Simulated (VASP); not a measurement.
Input of a VASP 6.6.1 run:

File INCAR:

```
SYSTEM = Ga
PREC = Accurate
ENCUT = 520
EDIFF = 1E-7
ISMEAR = -1
SIGMA = 0.1
LREAL = .False.
LASPH = .True.
NELM = 100
ALGO = Fast
ISIF = 2
LWAVE = .False.
LCHARG = .True.
GGA = PE
LELF = .True.
LVHAR = .True.
NBANDS = 34
```

File KPOINTS:

```
Automatic mesh
0
Gamma
  5 5 4
  0 0 0
```

The input POSCAR:

```
Ga
1.0
    2.2615000000     -3.8305000000      0.0000000000
    2.2615000000      3.8305000000      0.0000000000
    0.0000000000      0.0000000000      4.5240000000
Ga
4
Direct
    0.3575740000      0.6498150000      0.4138550000
    0.1433230000      0.8385800000      0.9163590000
    0.6559530000      0.3461020000      0.5984340000
    0.8513050000      0.1627760000      0.0864020000
```

Potentials or basis: VASP PAW PBE potentials, release 64 (Ga_d).

The run is started by

```bash
$ cat potpaw_PBE.64/Ga_d/POTCAR > POTCAR
$ mpirun -np 1 vasp_std > vasp.out
```

Estimate the pressure.

2.0 GPa.

Estimate the band gap on the k mesh.

zero (bands 26 and 27 overlap by 1.42 eV).

What does it give for the largest force?

0.526 eV/Å.

Stress tensor (GPa, compression positive):
```
 1.91  0.18  0.27
 0.18  2.63 -0.61
 0.27 -0.61  1.46
```
